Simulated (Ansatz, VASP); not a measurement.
**LiNbO3: VASP beside Ansatz**

```xyz
10
Lattice="2.6256 1.5159 4.7124 -2.6256 1.5159 4.7124 0.0000 -3.0318 4.7124" Properties=species:S:1:pos:R:3 pbc="T T T"
Li    0.0000    0.0000    3.9148
Li    0.0000    0.0000   10.9834
Nb    0.0000    0.0000   -0.0498
Nb    0.0000    0.0000    7.0188
O    -0.6189   -1.4845    5.5414
O     1.5951    0.2062    5.5414
O    -0.9761    1.2783    5.5414
O    -1.6495   -0.2376    7.8976
O     0.6189    1.5473    7.8976
O     1.0305   -1.3097    7.8976
```

Change from the starting cell: volume scaled by 1.06, ions relaxed.

Alike in both runs: functional PBE; k mesh 7 × 7 × 7; occupations fermi-dirac, width 0.02 eV; no spin polarisation.

Ansatz relaxed the structure, and its values are those at the end. VASP's run is a single point on that final structure, the one shown.

```csv
,VASP,Ansatz
version,VASP 6.6.1,Ansatz 0.2.0
potentials or method,"VASP PAW PBE potentials, release 64 (Li_sv, Nb_sv, O)","plane-wave PAW, scalar-relativistic"
plane-wave cutoff (eV),520,420
valence electrons in the cell,68,68
```

Ansatz gave:

* gap on the k mesh at the Fermi level (eV): 3.54
* rms of the force components (eV/Å): 0.009

**Question.** Which values does VASP return?

**Answer.** gap on the k mesh at the Fermi level (eV): 3.52; rms of the force components (eV/Å): 0.015.

With one functional, cell and mesh, what is left measures potentials, basis and numerics. Ansatz's warnings: stress scf threshold loose.

Noted on VASP's run: the cutoff is under 1.25 times that of the potentials, so the pressure is a little rough.
